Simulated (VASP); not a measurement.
# HfO2 (Fm-3m) in VASP: notebook

The runs below take HfO2 through relaxation of cell and atoms, with PBE+U.

Program: VASP 6.6.1. These are calculated values, not measurements. Logs are shortened: lines on timing, memory, paths and dates and some standing lists are left out, and cuts for length are marked.

### 1 The cell of the first run

It takes space group Fm-3m (No. 225, cubic). The conventional cell has a = 5.115 Å, b = 5.115 Å, c = 5.115 Å, α = 90.00°, β = 90.00°, γ = 90.00°. Within 2.9 Å of Hf (site symmetry m-3m) lie 8 O at 2.21 Å. O (site symmetry -43m) has 4 Hf at 2.21 Å and 6 O at 2.56 Å within 2.9 Å.

### 2 Relaxation of cell and atoms, PBE+U

File INCAR:

```
PREC = Accurate
ENCUT = 600
EDIFF = 1E-6
ISMEAR = -1
SIGMA = 0.05
LREAL = False
LASPH = True
NELM = 150
ALGO = Normal
ISIF = 3
LWAVE = False
LCHARG = False
LMAXMIX = 4
LDAU = True
LDAUTYPE = 2
LDAUL = 2 -1
LDAUU = 4 0
LDAUJ = 0 0
LDAUPRINT = 1
GGA = PE
IBRION = 2
NSW = 60
EDIFFG = -0.01
```

File KPOINTS:

```
regular mesh
0
Gamma
  9 9 9
```

File POSCAR:

```
HfO2
1.0
    0.0000000000      2.5575000000      2.5575000000
    2.5575000000      0.0000000000      2.5575000000
    2.5575000000      2.5575000000      0.0000000000
Hf O
1 2
Direct
    0.0000000000      0.0000000000      0.0000000000
    0.7500000000      0.7500000000      0.7500000000
    0.2500000000      0.2500000000      0.2500000000
```

Potentials or basis: VASP PAW PBE potentials, release 64 (Hf_pv, O).

Run with:

```bash
$ cat potpaw_PBE.64/Hf_pv/POTCAR potpaw_PBE.64/O/POTCAR > POTCAR
$ mpirun -np 1 vasp_std > vasp.out
```

OUTCAR:

```text
PREC = Accurate
   ENCUT = 600
   EDIFF = 1E-6
   ISMEAR = -1
   LREAL = False
   LASPH = True
   NELM = 150
   ISIF = 3
   GGA = PE
   IBRION = 2
   NSW = 60
   EDIFFG = -0.01

 ion  position               nearest neighbor table
   1  0.000  0.000  0.000-   2 2.21   2 2.21   2 2.21   2 2.21   3 2.21   3 2.21   3 2.21   3 2.21

   2  0.750  0.750  0.750-   1 2.21   1 2.21   1 2.21   1 2.21
   3  0.250  0.250  0.250-   1 2.21   1 2.21   1 2.21   1 2.21

  LATTYP: Found a face centered cubic cell.
 ALAT       =     5.1150000000

  Lattice vectors:

 A1 = (   0.0000000000,   2.5575000000,   2.5575000000)
 A2 = (   2.5575000000,   0.0000000000,   2.5575000000)
 A3 = (   2.5575000000,   2.5575000000,   0.0000000000)

Analysis of symmetry for initial positions (statically):
=====================================================================
 Subroutine PRICEL returns:
 Original cell was already a primitive cell.

 Routine SETGRP: Setting up the symmetry group for a
 face centered cubic supercell.

 Subroutine GETGRP returns: Found 48 space group operations
 (whereof 48 operations were pure point group operations)
 out of a pool of 48 trial point group operations.

The static configuration has the point symmetry O_h .

Analysis of symmetry for dynamics (positions and initial velocities):
=====================================================================
 Subroutine PRICEL returns:
 Original cell was already a primitive cell.

 Routine SETGRP: Setting up the symmetry group for a
 face centered cubic supercell.

 Subroutine GETGRP returns: Found 48 space group operations
 (whereof 48 operations were pure point group operations)
 out of a pool of 48 trial point group operations.

The dynamic configuration has the point symmetry O_h .

 Subroutine INISYM returns: Found 48 space group operations
 (whereof 48 operations are pure point group operations),
 and found     1 'primitive' translations

----------------------------------------------------------------------------------------

                                     Primitive cell

  volume of cell :      33.4562

  direct lattice vectors                    reciprocal lattice vectors
     0.000000000  2.557500000  2.557500000    -0.195503421  0.195503421  0.195503421
     2.557500000  0.000000000  2.557500000     0.195503421 -0.195503421  0.195503421
     2.557500000  2.557500000  0.000000000     0.195503421  0.195503421 -0.195503421

  length of vectors
     3.616851186  3.616851186  3.616851186     0.338621859  0.338621859  0.338621859

  position of ions in fractional coordinates (direct lattice)
     0.000000000  0.000000000  0.000000000
     0.750000000  0.750000000  0.750000000
     0.250000000  0.250000000  0.250000000

  ion indices of the primitive-cell ions
   primitive index   ion index
                 1           1
                 2           2
                 3           3

----------------------------------------------------------------------------------------

 KPOINTS: regular mesh

Automatic generation of k-mesh.
 Grid dimensions read from file:
 generate k-points for:    9    9    9

 Generating k-lattice:

  Cartesian coordinates                     Fractional coordinates (reciprocal lattice)
    -0.021722602  0.021722602  0.021722602     0.111111111  0.000000000  0.000000000
     0.021722602 -0.021722602  0.021722602     0.000000000  0.111111111  0.000000000
     0.021722602  0.021722602 -0.021722602     0.000000000  0.000000000  0.111111111

  Length of vectors
     0.037624651  0.037624651  0.037624651

  Shift w.r.t. Gamma in fractional coordinates (k-lattice)
     0.000000000  0.000000000  0.000000000

 Subroutine IBZKPT returns following result:
 ===========================================

 Found     35 irreducible k-points:

 Following reciprocal coordinates:
            Coordinates               Weight
  0.000000  0.000000  0.000000      1.000000
  0.111111  0.000000  0.000000      8.000000
  0.222222  0.000000  0.000000      8.000000
  0.333333  0.000000  0.000000      8.000000
  0.444444  0.000000  0.000000      8.000000
  0.111111  0.111111  0.000000      6.000000
[... 16 lines left out ...]
 -0.333333  0.333333  0.000000     12.000000
  0.444444  0.444444  0.000000      6.000000
 [... further k-points ...]
   k-points           NKPTS =     35   k-points in BZ     NKDIM =     35   number of bands    NBANDS=     15
   number of dos      NEDOS =    301   number of ions     NIONS =      3
   total plane-waves  NPLWV =  27000
   dimension x,y,z NGX =    30 NGY =   30 NGZ =   30
   dimension x,y,z NGXF=    60 NGYF=   60 NGZF=   60
   ions per type =               1   2
   NGX,Y,Z   is equivalent  to a cutoff of  13.79, 13.79, 13.79 a.u.
   NGXF,Y,Z  is equivalent  to a cutoff of  27.58, 27.58, 27.58 a.u.
 SYSTEM =  unknown system
   PREC   = accura    normal or accurate (medium, high low for compatibility)
   ISTART =      0    job   : 0-new  1-cont  2-samecut
   ICHARG =      2    charge: 1-file 2-atom 10-const
   ISPIN  =      1    spin polarized calculation?
   LNONCOLLINEAR =      F non collinear calculations
   LSORBIT =      F    spin-orbit coupling
   LASPH  =      T    aspherical Exc in radial PAW
   ENCUT  =  600.0 eV  44.10 Ry    6.64 a.u.   7.22  7.22  7.22*2*pi/ulx,y,z
   NELM   =    150;   NELMIN=  2; NELMDL= -5     # of ELM steps
   EDIFF  = 0.1E-05   stopping-criterion for ELM
   LREAL  =      F    real-space projection
   EDIFFG = -.1E-01   stopping-criterion for IOM
   NSW    =     60    number of steps for IOM
   IBRION =      2    ionic relax: 0-MD 1-quasi-New 2-CG
   NFREE  =      1    steps in history (QN), initial steepest desc. (CG)
   ISIF   =      3    stress and relaxation
   ISYM   =      2    0-nonsym 1-usesym 2-fastsym
   POTIM  = 0.5000    time-step for ionic-motion
   TEBEG  =    0.0;   TEEND  =   0.0 temperature during run
   PSTRESS=    0.0 pullay stress
   NELECT =      22.0000    total number of electrons
   NUPDOWN=      -1.0000    fix difference up-down
   EMIN   =  10.00;   EMAX   =-10.00  energy-range for DOS
   EFERMI =   0.00;   METHOD = LEGACY
   ISMEAR =    -1;   SIGMA  =   0.05  broadening in eV -4-tet -1-fermi 0-gaus
   EFERMI_NEDOS =   21; number of points for ismear=-14 and -15
   IALGO  =     38    algorithm
   IMIX   =      4    mixing-type and parameters
     AMIX     =   0.40;   BMIX     =  1.00
     AMIX_MAG =   1.60;   BMIX_MAG =  1.00
  volume/ion in A,a.u.               =      11.15        75.26
  Fermi-wavevector in a.u.,A,eV,Ry     =   1.423607  2.690227 27.574337  2.026657
  Thomas-Fermi vector in A             =   2.544186
   LORBIT       =      0    0 simple, 1 ext, 2 COOP (PROOUT), +10 PAW based schemes
 LDA+U is selected, type is set to LDAUTYPE =  2
   angular momentum for each species LDAUL =     2   -1
   U (eV)           for each species LDAUU =   4.0  0.0
   J (eV)           for each species LDAUJ =   0.0  0.0
   GGA     = PE    functional components
   LHFCALC =     F    Hartree Fock is set to
   AEXX    =    0.0000 exact exchange contribution
   IVDW    =     0    specifies the selected vdW correction
   LEPSILON=     F    determine dielectric tensor
   LRPA    =     F    only Hartree local field effects (RPA)
 conjugate gradient relaxation of ions
 non-spin polarized calculation
  energy-cutoff  :      600.00
  volume of cell :       33.46
 maximum number of plane-waves:      1139
 NGX is ok and might be reduce to    30
   NGX = 15   NGY = 15   NGZ = 15

--------------------------------------- Ionic step        1  -------------------------------------------

 number of electron      21.9999993 magnetization

 Free energy of the ion-electron system (eV)
  ---------------------------------------------------
  ext. energy  EPLUGINS =         0.00000000
  ---------------------------------------------------
  free energy    TOTEN  =       -28.06807916 eV

  energy without entropy =      -28.06807916  energy(sigma->0) =      -28.06807916

------------------------ aborting loop because EDIFF is reached ----------------------------------------

  FORCE on cell =-STRESS in cart. coord.  units (eV):
  Direction    XX          YY          ZZ          XY          YZ          ZX
  --------------------------------------------------------------------------------------
  -------------------------------------------------------------------------------------
  Total        0.9117637      0.9117637      0.9117637      0.0000000      0.0000000     -0.0000000
  in kB       43.6632385     43.6632385     43.6632385      0.0000000      0.0000000     -0.0000000
  external PRESSURE =      43.6632385 kB  Pullay stress =       0.0000000 kB
[... 55 lines left out ...]
  FREE ENERGIE OF THE ION-ELECTRON SYSTEM (eV)
  ---------------------------------------------------
  free  energy   TOTEN  =       -28.0597019186 eV

  energy  without entropy=      -28.0597019185  energy(sigma->0) =      -28.05970192

atom =   1  type =  1  l = 2

 onsite density matrix

spin component  1

  0.1640  0.0000 -0.0000  0.0000  0.0000
  0.0000  0.1640  0.0000 -0.0000 -0.0000
 -0.0000  0.0000  0.0500  0.0000 -0.0000
  0.0000 -0.0000  0.0000  0.1640 -0.0000
  0.0000 -0.0000 -0.0000 -0.0000  0.0500

spin component  2

  0.1640  0.0000 -0.0000  0.0000  0.0000
  0.0000  0.1640  0.0000 -0.0000 -0.0000
 -0.0000  0.0000  0.0500  0.0000 -0.0000
  0.0000 -0.0000  0.0000  0.1640 -0.0000
  0.0000 -0.0000 -0.0000 -0.0000  0.0500

 occupancies and eigenvectors

  o =  0.0500  v = -0.0000 -0.0000 -0.6662 -0.0000 -0.7458  0.0000  0.0000  0.0000  0.0000  0.0000      0.0000  0.0000  0.0000  0.0000  0.0000  0.0000  0.0000  0.0000  0.0000  0.0000
  o =  0.0500  v =  0.0000  0.0000  0.0000  0.0000  0.0000 -0.0000 -0.0000 -0.6662 -0.0000 -0.7458      0.0000  0.0000  0.0000  0.0000  0.0000  0.0000  0.0000  0.0000  0.0000  0.0000
  o =  0.0500  v =  0.0000  0.0000  0.0000  0.0000  0.0000 -0.0000  0.0000 -0.7458  0.0000  0.6662      0.0000  0.0000  0.0000  0.0000  0.0000  0.0000  0.0000  0.0000  0.0000  0.0000
  o =  0.0500  v = -0.0000  0.0000 -0.7458  0.0000  0.6662  0.0000  0.0000  0.0000  0.0000  0.0000      0.0000  0.0000  0.0000  0.0000  0.0000  0.0000  0.0000  0.0000  0.0000  0.0000
  o =  0.1640  v =  0.0001 -0.9998 -0.0000  0.0200  0.0000  0.0000  0.0000  0.0000  0.0000  0.0000      0.0000  0.0000  0.0000  0.0000  0.0000  0.0000  0.0000  0.0000  0.0000  0.0000
  o =  0.1640  v =  0.0000  0.0000  0.0000  0.0000  0.0000  0.0001 -0.9998 -0.0000  0.0200  0.0000      0.0000  0.0000  0.0000  0.0000  0.0000  0.0000  0.0000  0.0000  0.0000  0.0000
  o =  0.1640  v = -0.0000  0.0200  0.0000  0.9998 -0.0000  0.0000  0.0000  0.0000  0.0000  0.0000      0.0000  0.0000  0.0000  0.0000  0.0000  0.0000  0.0000  0.0000  0.0000  0.0000
  o =  0.1640  v =  0.0000  0.0000  0.0000  0.0000  0.0000 -0.0000  0.0200  0.0000  0.9998 -0.0000      0.0000  0.0000  0.0000  0.0000  0.0000  0.0000  0.0000  0.0000  0.0000  0.0000
  o =  0.1640  v =  0.0000  0.0000  0.0000  0.0000  0.0000 -1.0000 -0.0001  0.0000 -0.0000 -0.0000      0.0000  0.0000  0.0000  0.0000  0.0000  0.0000  0.0000  0.0000  0.0000  0.0000
  o =  0.1640  v = -1.0000 -0.0001  0.0000 -0.0000 -0.0000  0.0000  0.0000  0.0000  0.0000  0.0000      0.0000  0.0000  0.0000  0.0000  0.0000  0.0000  0.0000  0.0000  0.0000  0.0000

--------------------------------------- Ionic step        3  -------------------------------------------

 number of electron      21.9999993 magnetization

 Free energy of the ion-electron system (eV)
  ---------------------------------------------------
  ext. energy  EPLUGINS =         0.00000000
  ---------------------------------------------------
  free energy    TOTEN  =       -28.07614690 eV

  energy without entropy =      -28.07614690  energy(sigma->0) =      -28.07614690

 E-fermi :   5.1355     XC(G=0): -11.6063

 val. band max:        4.1376628242   @ k =  -0.4444   0.4444   0.0000
 cond. band min:       8.4285996142   @ k =   0.4444   0.4444   0.0000
 fundamental gap:      4.2909367900
 Fermi energy:         5.1355223323

 k-point     1 :       0.0000    0.0000    0.0000
  band No.  band energies     occupation
      1     -26.3900      2.00000
      2     -26.3900      2.00000
      3     -26.3900      2.00000
      4     -14.3316      2.00000
      5     -11.4578      2.00000
      6      -0.6955      2.00000
      7      -0.6955      2.00000
      8      -0.6955      2.00000
      9       3.5796      2.00000
     10       3.5796      2.00000
     11       3.5796      2.00000
     12       8.8917      0.00000
     13       8.8917      0.00000
     14       9.4575      0.00000
     15      14.5803      0.00000
[... 397 lines left out ...]
 k-point    24 :       0.4444    0.4444    0.0000
  band No.  band energies     occupation
      1     -26.7261      2.00000
      2     -26.4833      2.00000
      3     -26.4833      2.00000
      4     -12.5297      2.00000
      5     -12.4665      2.00000
      6      -1.8668      2.00000
      7       0.6592      2.00000
      8       0.6592      2.00000
      9       2.9680      2.00000
     10       2.9680      2.00000
     11       3.9665      2.00000
     12       8.4286      0.00000
     13      10.4551      0.00000
     14      11.1894      0.00000
     15      12.5319      0.00000

 [... further k-points ...]

------------------------ aborting loop because EDIFF is reached ----------------------------------------

  FORCE on cell =-STRESS in cart. coord.  units (eV):
  Direction    XX          YY          ZZ          XY          YZ          ZX
  --------------------------------------------------------------------------------------
  -------------------------------------------------------------------------------------
  Total       -0.0177250     -0.0177250     -0.0177250      0.0000000     -0.0000000      0.0000000
  in kB       -0.8339876     -0.8339876     -0.8339876      0.0000000     -0.0000000      0.0000000
  external PRESSURE =      -0.8339876 kB  Pullay stress =       0.0000000 kB
[... 18 lines left out ...]
  FREE ENERGIE OF THE ION-ELECTRON SYSTEM (eV)
  ---------------------------------------------------
  free  energy   TOTEN  =       -28.0761469047 eV

  energy  without entropy=      -28.0761469046  energy(sigma->0) =      -28.07614690

 reached required accuracy - stopping structural energy minimisation
```

It took 26 s on 1 thread of Intel Xeon 6975P-C (Granite Rapids), shared host; peak memory 0.18 GiB.

Results:

| Property | Result |
| --- | --- |
| Free energy | -28.0761 eV |
| Relaxed volume | 11.35 Å³/atom |
| Relaxed cell | a = 3.638 Å, b = 3.638 Å, c = 3.638 Å, α = 60.00°, β = 60.00°, γ = 60.00° |
| Space group after relaxing (to 0.1 Å) | Fm-3m (No. 225) |
| Energy gained by relaxing | 2.7 meV/atom |
| Ionic steps | 3 |
| Pressure after relaxing | -0.1 GPa |
| Band gap on the k mesh | 4.29 eV (least direct gap 4.41 eV) |

The path:
| step | energy change (eV) | largest force (eV/Å) | pressure (GPa) | volume (Å³) |
| --- | --- | --- | --- | --- |
| 1 | 0.0000 | 0.0000 | 4.37 | 33.46 |
| 2 | 0.0084 | 0.0000 | -5.57 | 34.95 |
| 3 | -0.0081 | 0.0000 | -0.08 | 34.05 |

Final structure:
```
Hf O
1.0
     0.00000    2.57258    2.57258
     2.57258    0.00000    2.57258
     2.57258    2.57258    0.00000
Hf O
1 2
Direct
  0.00000 0.00000 0.00000
  0.75000 0.75000 0.75000
  0.25000 0.25000 0.25000
```

Levels at points of the mesh, in eV from the valence-band top:
| k point | band 9 | band 10 | band 11 | band 12 | band 13 | band 14 |
| --- | --- | --- | --- | --- | --- | --- |
| (0.00, 0.00, 0.00) | -0.56 | -0.56 | -0.56 | 4.75 | 4.75 | 5.32 |

Eigenvalues of the final occupation matrices:
```
    site  spin  trace               eigenvalues
site 1 d     1   0.59  0.05 0.05 0.16 0.16 0.16
site 1 d     2   0.59  0.05 0.05 0.16 0.16 0.16
```

Caveat: spin-orbit coupling is left out, which moves the levels of the heavy elements; an odd mesh through Γ misses points on the zone boundary, where band edges can lie.

### 3 Relaxation of cell and atoms, PBE+U

File INCAR:

```
SYSTEM = HfO2
ALGO = Normal
EDIFF = 1E-6
EDIFFG = -0.01
ENCUT = 600
GGA = PE
IBRION = 2
ISIF = 3
ISMEAR = -1
LASPH = .TRUE.
LCHARG = .FALSE.
LDAU = .TRUE.
LDAUJ = 0 0
LDAUL = 2 -1
LDAUPRINT = 1
LDAUTYPE = 2
LDAUU = 5 0
LMAXMIX = 4
LREAL = .FALSE.
LWAVE = .FALSE.
NELM = 150
NSW = 60
PREC = Accurate
SIGMA = 0.05
```

File KPOINTS:

```
k-points
0
G
  9 9 9
  0 0 0
```

POSCAR is that of step 2.

Potentials or basis: VASP PAW PBE potentials, release 64 (Hf_pv, O).

Run with:

```bash
$ cat potpaw_PBE.64/Hf_pv/POTCAR potpaw_PBE.64/O/POTCAR > POTCAR
$ mpirun -np 1 vasp_std > vasp.out
```

Wall time 26 s (1 thread of Intel Xeon 6975P-C (Granite Rapids), shared host); peak memory 0.19 GiB.

It converged, with:

| Quantity | Value |
| --- | --- |
| Free energy | -27.5795 eV |
| Relaxed volume | 11.48 Å³/atom |
| Relaxed cell | a = 3.652 Å, b = 3.652 Å, c = 3.652 Å, α = 60.00°, β = 60.00°, γ = 60.00° |
| Space group after relaxing (to 0.1 Å) | Fm-3m (No. 225) |
| Energy gained by relaxing | 7.0 meV/atom |
| Ionic steps | 3 |
| Pressure after relaxing | -0.1 GPa |
| Band gap on the k mesh | 4.38 eV (least direct gap 4.50 eV) |

The path:
```csv
step,energy change (eV),largest force (eV/Å),pressure (GPa),volume (Å³)
1,0.0000,0.0000,7.10,33.46
2,0.0216,0.0000,-8.65,35.91
3,-0.0211,0.0000,-0.11,34.43
```

Final structure:
```yaml
crystal:
  lattice:
    - [0.00000, 2.58203, 2.58203]
    - [2.58203, 0.00000, 2.58203]
    - [2.58203, 2.58203, 0.00000]
  atoms:
    - { symbol: Hf, position: [0.00000, 0.00000, 0.00000] }
    - { symbol: O, position: [0.75000, 0.75000, 0.75000] }
    - { symbol: O, position: [0.25000, 0.25000, 0.25000] }
```

Levels at points of the mesh, in eV from the valence-band top:
| k point | band 9 | band 10 | band 11 | band 12 | band 13 | band 14 |
| --- | --- | --- | --- | --- | --- | --- |
| (0.00, 0.00, 0.00) | -0.56 | -0.56 | -0.56 | 4.96 | 4.96 | 5.18 |

Eigenvalues of the final occupation matrices:
```csv
site,spin,trace,eigenvalues
site 1 d,1,0.57,0.05 0.05 0.16 0.16 0.16
site 1 d,2,0.57,0.05 0.05 0.16 0.16 0.16
```

Caveat: spin-orbit coupling is left out, which moves the levels of the heavy elements; an odd mesh through Γ misses points on the zone boundary, where band edges can lie. Zero-point motion and thermal expansion aren't in these numbers.

[end of part 1 of 2]
